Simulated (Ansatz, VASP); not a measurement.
## One calculation of KF, two programs

```
K F
1.0
     3.79724    0.00000    0.00000
    -1.89862    3.28851    0.00000
     0.00000    0.00000   12.86251
K F
4 4
Direct
  0.33333 0.66667 0.25000
  0.66667 0.33333 0.75000
  0.00000 0.00000 0.00000
  0.00000 0.00000 0.50000
  0.33333 0.66667 0.62317
  0.66667 0.33333 0.12317
  0.33333 0.66667 0.87683
  0.66667 0.33333 0.37683
```

Change from the starting cell: species swapped into the ScTe type (P6_3/mmc, No. 194).

Alike in both runs: functional PBE; k mesh 4 × 4 × 1; occupations gaussian, width 0.15 eV; no spin polarisation.

Ansatz relaxed the structure, and its values are those at the end. VASP's run is a single point on that final structure, the one shown.

```csv
,VASP,Ansatz
version,VASP 6.6.1,Ansatz 0.2.0
potentials or method,"VASP PAW PBE potentials, release 64 (K_sv, F), cutoff 520 eV","scalar-relativistic, plane waves, PAW"
valence electrons in the cell,64,64
```

|  | VASP | Ansatz | Ansatz less VASP |
| --- | --- | --- | --- |
| gap on the k mesh at the Fermi level (eV) | 5.68 | 5.69 | +0.014 |
| least direct gap on the mesh (eV) | 5.68 | 5.69 | +0.014 |
| pressure (GPa) | -0.2 | -0.2 | 0.00 |
| rms of the force components (eV/Å) | 0.003 | 0.003 | -0.0003 |

The k mesh is coarse, so the values compare programs but aren't converged.
